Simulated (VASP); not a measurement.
# Ni in VASP: further runs, part 2 of 2

VASP 6.6.1. The steps go on from the part before.

### 5 Single point, LDA, collinear spin, ferromagnetic start

INCAR reads:

```
SYSTEM = Ni
PREC     = Accurate       ! precision mode
ENCUT    = 520            ! plane-wave cutoff, eV
EDIFF    = 1E-6           ! SCF threshold, eV
ISMEAR   = -1             ! smearing method
SIGMA    = 0.05           ! smearing width, eV
LREAL    = .FALSE.        ! projectors in reciprocal space
LASPH    = .TRUE.         ! aspherical terms in the spheres
NELM     = 150            ! most SCF steps
ALGO     = Normal         ! electronic algorithm
ISIF     = 2              ! what is computed and relaxed
LWAVE    = .FALSE.        ! write WAVECAR
LCHARG   = .TRUE.         ! write CHGCAR
ISPIN    = 2              ! spin polarisation
MAGMOM   = 1              ! initial moments
LORBIT   = 11             ! projections on sites
LMAXMIX  = 4              ! l up to which the mixer works
GGA      = CA             ! functional
LELF     = .TRUE.         ! ELF
LVHAR    = .TRUE.       
NBANDS   = 15             ! bands
```

KPOINTS reads:

```
regular mesh
0
G
  17 17 17
  0 0 0
```

POSCAR reads:

```
Ni
1.0
   -1.3860211917      1.3860211917      1.3837150000
    1.3860211917     -1.3860211917      1.3837150000
    1.3814088083      1.3814088083     -1.3837150000
Ni
1
Direct
    0.0000000000      0.0000000000      0.0000000000
```

Potentials or basis: VASP PAW LDA potentials, release 64 (Ni).

Launch:

```sh
cat potpaw_LDA.64/Ni/POTCAR > POTCAR
mpirun -np 1 vasp_std > vasp.out
```

OUTCAR:

```text
SYSTEM = Ni
   PREC = Accurate
   ENCUT = 520
   EDIFF = 1E-6
   ISMEAR = -1
   LREAL = .FALSE.
   LASPH = .TRUE.
   NELM = 150
   ISIF = 2
   ISPIN = 2
   LORBIT = 11
   GGA = CA

 ion  position               nearest neighbor table
   1  0.000  0.000  0.000-

  LATTYP: Found a face centered orthorhombic cell.
 ALAT       =     2.7674300000
 B/A-ratio  =     1.4118565397
 C/A-ratio  =     1.4165705850

  Lattice vectors:

 A1 = (  -0.0046123834,   2.7674300000,   0.0000000000)
 A2 = (  -1.3860211917,   1.3860211917,   1.3837150000)
 A3 = (   1.3814088083,   1.3814088083,   1.3837150000)

Analysis of symmetry for initial positions (statically):
=====================================================================
 Subroutine PRICEL returns:
 Original cell was already a primitive cell.

 Routine SETGRP: Setting up the symmetry group for a
 face centered orthorhombic supercell.

 Subroutine GETGRP returns: Found  8 space group operations
 (whereof  8 operations were pure point group operations)
 out of a pool of  8 trial point group operations.

The static configuration has the point symmetry D_2h.

Analysis of symmetry for dynamics (positions and initial velocities):
=====================================================================
 Subroutine PRICEL returns:
 Original cell was already a primitive cell.

 Routine SETGRP: Setting up the symmetry group for a
 face centered orthorhombic supercell.

 Subroutine GETGRP returns: Found  8 space group operations
 (whereof  8 operations were pure point group operations)
 out of a pool of  8 trial point group operations.

The dynamic configuration has the point symmetry D_2h.

Analysis of structural, dynamic, and magnetic symmetry:
=====================================================================
 Subroutine PRICEL returns:
 Original cell was already a primitive cell.

 Routine SETGRP: Setting up the symmetry group for a
 face centered orthorhombic supercell.

 Subroutine GETGRP returns: Found  8 space group operations
 (whereof  8 operations were pure point group operations)
 out of a pool of  8 trial point group operations.

The overall configuration has the point symmetry D_2h.

 Subroutine INISYM returns: Found  8 space group operations
 (whereof  8 operations are pure point group operations),
 and found     1 'primitive' translations

----------------------------------------------------------------------------------------

                                     Primitive cell

  volume of cell :      10.5974

  direct lattice vectors                    reciprocal lattice vectors
    -1.386021192  1.386021192  1.383715000     0.000602245  0.361347090  0.361346086
     1.386021192 -1.386021192  1.383715000     0.361347090  0.000602245  0.361346086
     1.381408808  1.381408808 -1.383715000     0.361949335  0.361949335  0.000000000

  length of vectors
     2.399328383  2.399328383  2.394002463     0.511021601  0.511021601  0.511873659

  position of ions in fractional coordinates (direct lattice)
     0.000000000  0.000000000  0.000000000

  ion indices of the primitive-cell ions
   primitive index   ion index
                 1           1

----------------------------------------------------------------------------------------

 KPOINTS: regular mesh

Automatic generation of k-mesh.
 Grid dimensions read from file:
 generate k-points for:   17   17   17

 Generating k-lattice:

  Cartesian coordinates                     Fractional coordinates (reciprocal lattice)
[... 66 lines left out ...]
   ISIF   =      2    stress and relaxation
   ISYM   =      2    0-nonsym 1-usesym 2-fastsym
   POTIM  = 0.5000    time-step for ionic-motion
   TEBEG  =    0.0;   TEEND  =   0.0 temperature during run
   PSTRESS=    0.0 pullay stress
   NELECT =      10.0000    total number of electrons
   NUPDOWN=      -1.0000    fix difference up-down
   EMIN   =  10.00;   EMAX   =-10.00  energy-range for DOS
   EFERMI =   0.00;   METHOD = LEGACY
   ISMEAR =    -1;   SIGMA  =   0.05  broadening in eV -4-tet -1-fermi 0-gaus
   EFERMI_NEDOS =   21; number of points for ismear=-14 and -15
   IALGO  =     38    algorithm
   IMIX   =      4    mixing-type and parameters
     AMIX     =   0.40;   BMIX     =  1.00
     AMIX_MAG =   1.60;   BMIX_MAG =  1.00
  volume/ion in A,a.u.               =      10.60        71.51
  Fermi-wavevector in a.u.,A,eV,Ry     =   1.605740  3.034409 35.081279  2.578401
  Thomas-Fermi vector in A             =   2.702038
   LORBIT       =     11    0 simple, 1 ext, 2 COOP (PROOUT), +10 PAW based schemes
   GGA     = CA    functional components
   LHFCALC =     F    Hartree Fock is set to
   AEXX    =    0.0000 exact exchange contribution
   IVDW    =     0    specifies the selected vdW correction
   LEPSILON=     F    determine dielectric tensor
   LRPA    =     F    only Hartree local field effects (RPA)
 spin polarized calculation
  energy-cutoff  :      520.00
  volume of cell :       10.60
 maximum number of plane-waves:       321
 NGX is ok and might be reduce to    18
   NGX =  9   NGY =  9   NGZ =  9

 number of electron      10.0000004 magnetization       0.4073606

 Free energy of the ion-electron system (eV)
  ---------------------------------------------------
  ext. energy  EPLUGINS =         0.00000000
  ---------------------------------------------------
  free energy    TOTEN  =        -6.46782708 eV

  energy without entropy =       -6.45227923  energy(sigma->0) =       -6.46005316

 E-fermi :   9.2745     XC(G=0): -13.7650

 val. band max:        9.2717703861   @ k =  -0.1765   0.4706   0.2353
 cond. band min:       9.2771540046   @ k =  -0.4706   0.4706   0.2353
 fundamental gap:      0.0053836185
 Fermi energy:         9.2744562935

 spin component 1

 k-point     1 :       0.0000    0.0000    0.0000
  band No.  band energies     occupation
      1       0.2471      1.00000
      2       7.0348      1.00000
      3       7.0493      1.00000
      4       7.0639      1.00000
      5       8.5074      1.00000
      6       8.5075      1.00000
      7      36.0220      0.00000
      8      36.0721      0.00000
      9      36.1209      0.00000
     10      41.1599      0.00000
     11      41.1648      0.00000
     12      42.0932      0.00000
     13      42.1653      0.00000
     14      42.2392      0.00000
[... 403 lines left out ...]
      4       7.2704      1.00000
      5       8.4094      1.00000
      6       8.5205      1.00000
      7      33.3491      0.00000
      8      34.2674      0.00000
      9      36.1980      0.00000
     10      37.8934      0.00000
     11      39.4484      0.00000
     12      40.3912      0.00000
     13      42.9721      0.00000
     14      43.2459      0.00000
     15      46.2997      0.00000

 [... further k-points ...]

 spin component 2

 k-point     1 :       0.0000    0.0000    0.0000
  band No.  band energies     occupation
      1       0.2829      1.00000
      2       7.4608      1.00000
      3       7.4757      1.00000
      4       7.4908      1.00000
      5       8.8626      0.99974
      6       8.8627      0.99973
      7      36.0180      0.00000
      8      36.0682      0.00000
      9      36.1171      0.00000
     10      41.1799      0.00000
     11      41.1844      0.00000
     12      42.2178      0.00000
     13      42.2898      0.00000
     14      42.3636      0.00000
[... 403 lines left out ...]
      4       7.7013      1.00000
      5       8.7620      0.99996
      6       8.8764      0.99965
      7      33.3872      0.00000
      8      34.3084      0.00000
      9      36.2045      0.00000
     10      38.0180      0.00000
     11      39.5024      0.00000
     12      40.4931      0.00000
     13      43.0145      0.00000
     14      43.3612      0.00000
     15      46.3931      0.00000

 [... further k-points ...]
[... 5 lines left out ...]
  --------------------------------------------------------------------------------------
  -------------------------------------------------------------------------------------
  Total       -0.7197647     -0.7197647     -0.7196591      0.0329362     -0.0000000     -0.0000000
  in kB     -108.8184196   -108.8184196   -108.8024458      4.9794928     -0.0000000     -0.0000000
  external PRESSURE =    -108.8130950 kB  Pullay stress =       0.0000000 kB

 VOLUME and BASIS-vectors are now :
 -----------------------------------------------------------------------------
  energy-cutoff  :      520.00
  volume of cell :       10.60
      direct lattice vectors                 reciprocal lattice vectors
    -1.386021192  1.386021192  1.383715000     0.000602245  0.361347090  0.361346086
     1.386021192 -1.386021192  1.383715000     0.361347090  0.000602245  0.361346086
     1.381408808  1.381408808 -1.383715000     0.361949335  0.361949335  0.000000000

 POSITION                                       TOTAL-FORCE (eV/Angst)
 -----------------------------------------------------------------------------------
      0.00000      0.00000      0.00000         0.000000     -0.000000      0.000000
 -----------------------------------------------------------------------------------
    total drift:                                0.000000      0.000000      0.000000

  FREE ENERGIE OF THE ION-ELECTRON SYSTEM (eV)
  ---------------------------------------------------
  free  energy   TOTEN  =        -6.4678270819 eV

  energy  without entropy=       -6.4522792296  energy(sigma->0) =       -6.46005316

 total charge

# of ion       s       p       d       tot
------------------------------------------
    1        0.503   0.509   8.360   9.373

 magnetization (x)

# of ion       s       p       d       tot
------------------------------------------
    1       -0.003  -0.010   0.421   0.408
```

Wall time 4.3 min (1 thread of Intel Xeon 8259CL, shared host); peak memory 0.28 GiB.

What came out:

| Item | Value |
| --- | --- |
| Free energy | -6.4678 eV |
| Pressure | -10.9 GPa |
| Net moment | 0.41 μB per cell |
| Site moments | Ni +0.41 μB |
| Valence electrons inside the program's atomic spheres | Ni 9.37 |

Stress tensor (GPa, compression positive):
```
-10.88   0.50   0.00
  0.50 -10.88   0.00
  0.00   0.00 -10.88
```

Caveat: the cell stands under tension.

### 6 The runs side by side

```tsv
cell	gap on the mesh (eV)	pressure (GPa)	moment (μB)
a = 2.397 Å, angles 109.5°, 1 atom	none	-10.9	0.41
a = 2.405, b = 2.405, c = 2.389 Å, angles 109.5, 109.5, 109.7°, 1 atom	none	-10.9	0.41
a = 2.402, b = 2.402, c = 2.391 Å, angles 109.5, 109.5, 109.7°, 1 atom	none	-10.9	0.41
a = 2.399, b = 2.399, c = 2.394 Å, angles 109.5, 109.5, 109.6°, 1 atom	none	-10.9	0.41
```

Alike in all rows: task single point; level LDA; potentials or basis VASP PAW LDA potentials, release 64 (Ni); spin collinear, ferromagnetic start; k mesh 17 × 17 × 17; cutoff (eV) 520; smearing fermi-dirac 0.05 eV.

Caveats: the cell stands under tension.

Absolute energies hang on the potentials; compare differences alone.
